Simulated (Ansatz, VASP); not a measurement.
## BN: VASP beside Ansatz

INCAR

```
ALGO = Normal
EDIFF = 1E-6
ENCUT = 520
GGA = PE
ISIF = 2
ISMEAR = -1
LASPH = True
LCHARG = False
LREAL = False
LWAVE = False
NBANDS = 11
NELM = 60
PREC = Accurate
SIGMA = 0.03
```

KPOINTS

```
k-points
0
Gamma
  13 13 13
```

Contents of POSCAR:

```
BN
1.0
    0.0180750000      1.8165375000      1.8165375000
    1.8165375000      0.0180750000      1.8165375000
    1.8165375000      1.8165375000      0.0180750000
B N
1 1
Direct
    0.0000000000      0.0000000000      0.0000000000
    0.7500000000      0.7500000000      0.7500000000
```

Input for Ansatz:

```yaml
crystal:
  lattice:
    - [0.018075, 1.8165375, 1.8165375]
    - [1.8165375, 0.018075, 1.8165375]
    - [1.8165375, 1.8165375, 0.018075]
  atoms:
    - { symbol: B, position: [0.0, 0.0, 0.0] }
    - { symbol: "N", position: [0.75, 0.75, 0.75] }
kpoints:
  mp_grid: { grid: [13, 13, 13] }
  band_path:
    path:
      - [0.0, 0.0, 0.0]
      - [-0.5, -0.5, -0.5]
      - [-0.5, -0.247543133, -0.752456867]
      - [-0.247543133, 0.247543133, -0.5]
      - [0.0, 0.0, -0.5]
      - [0.0, 0.0, 0.0]
      - [0.0, 0.3737715665, -0.3737715665]
      - [-0.3737715665, 0.0, -0.6262284335]
      - [-0.5, 0.0, -0.5]
    npoints: 5
scf:
  occupations: { method: fermi_dirac, width: 0.03 }
hamiltonian:
  xc: pbe
  pseudopotentials: { kind: all_electron, lapw: { basis_error: 0.001 } }
output:
  forces: true
  stress: true
  eigenvalues: true
```

Change from the starting cell: equal xy, yz and zx shear strains of +1 %.

Alike in both runs: task single point; functional PBE; k mesh 13 × 13 × 13; occupations fermi-dirac, width 0.03 eV; no spin polarisation.

|  | VASP | Ansatz |
| --- | --- | --- |
| version | VASP 6.6.1 | Ansatz 0.2.0 |
| potentials or method | VASP PAW PBE potentials, release 64 (B, N), cutoff 520 eV | all-electron LAPW, scalar-relativistic |

|  | VASP | Ansatz | Ansatz less VASP |
| --- | --- | --- | --- |
| gap on the k mesh at the Fermi level (eV) | 4.51 | 4.52 | +0.009 |
| pressure (GPa) | 3.4 | 3.2 | -0.27 |
| traceless stress, the component that is largest in VASP (GPa) | -4.51 | -4.48 | +0.028 |
| rms of the force components (eV/Å) | 0.013 | 0.011 | -0.0017 |

Atom by atom the forces differ by 0.002 eV/Å (rms over components). Ansatz ran all-electron here, and VASP with PAW potentials.
